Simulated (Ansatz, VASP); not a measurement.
Two plane-wave programs on Si2Mo

The input INCAR:

```
SYSTEM = Si2Mo
PREC     = Accurate       ! precision mode
ENCUT    = 520            ! plane-wave cutoff, eV
EDIFF    = 1E-7           ! SCF threshold, eV
ISMEAR   = -1             ! smearing method
SIGMA    = 0.05           ! smearing width, eV
LREAL    = .False.        ! projectors in reciprocal space
LASPH    = .True.         ! aspherical terms in the spheres
NELM     = 150            ! most SCF steps
ALGO     = Normal         ! electronic algorithm
ISIF     = 2              ! what is computed and relaxed
LWAVE    = .False.        ! write WAVECAR
LCHARG   = .False.        ! write CHGCAR
LMAXMIX  = 4              ! l up to which the mixer works
LDAU     = .True.         ! DFT+U
LDAUTYPE = 2            
LDAUL    = 2 -1           ! shell
LDAUU    = 1 0            ! U, eV
LDAUJ    = 0 0          
LDAUPRINT= 1            
GGA      = PE             ! functional
NBANDS   = 18             ! bands
```

KPOINTS

```
regular mesh
0
Gamma
  12 12 12
  0 0 0
```

The input POSCAR:

```
Si2Mo
1.0
   -1.6000000000      1.6000000000      3.9305000000
    1.6000000000     -1.6000000000      3.9305000000
    1.6000000000      1.6000000000     -3.9305000000
Mo Si
1 2
Direct
    0.0000000000      0.0000000000      0.0000000000
    0.6670000000      0.6670000000      0.0000000000
    0.3330000000      0.3330000000      0.0000000000
```

The input input.yaml:

```yaml
crystal:
  lattice:
    - [-1.6, 1.6, 3.9305]
    - [1.6, -1.6, 3.9305]
    - [1.6, 1.6, -3.9305]
  atoms:
    - { symbol: Mo, position: [0.0, 0.0, 0.0] }
    - { symbol: Si, position: [0.667, 0.667, 0.0] }
    - { symbol: Si, position: [0.333, 0.333, 0.0] }
hamiltonian:
  xc: pbe
  pseudopotentials: { kind: paw }
  hubbard: { sites: [{ species: Mo, l: d, u_eff: 1.0 }] }
kpoints:
  mp_grid: { grid: [12, 12, 12] }
scf:
  occupations: { method: fermi_dirac, width: 0.05 }
  n_extra_bands: 7
output:
  forces: true
  stress: true
  eigenvalues: true
  dos: { projected: true, de: 0.05, nscf_kmesh: { grid: [18, 18, 18] } }
```

Alike in both runs: functional PBE; k mesh 12 × 12 × 12; occupations fermi-dirac, width 0.05 eV; no spin polarisation; Hubbard terms Mo d U = 1.0 eV.

```csv
,VASP,Ansatz
version,VASP 6.6.1,Ansatz 0.2.0
potentials or method,"VASP PAW PBE potentials, release 64 (Mo_sv, Si)",Ansatz PAW
plane-wave cutoff (eV),520,420
valence electrons in the cell,22,22
task,single point,projected density of states
```

|  | VASP | Ansatz | Ansatz less VASP |
| --- | --- | --- | --- |
| gap on the k mesh at the Fermi level (eV) | none | none | - |
| pressure (GPa) | 2.9 | 2.0 | -0.98 |
| traceless stress, the component that is largest in VASP (GPa) | -0.83 | -0.99 | -0.163 |
| rms of the force components (eV/Å) | 0.142 | 0.159 | +0.0168 |

The programs project onto different local orbitals, so the same U acts differently, and such runs can settle in different states. Atom by atom the forces differ by 0.017 eV/Å (rms over components). A gap of «none» marks a metal or a gap that the smearing closes.
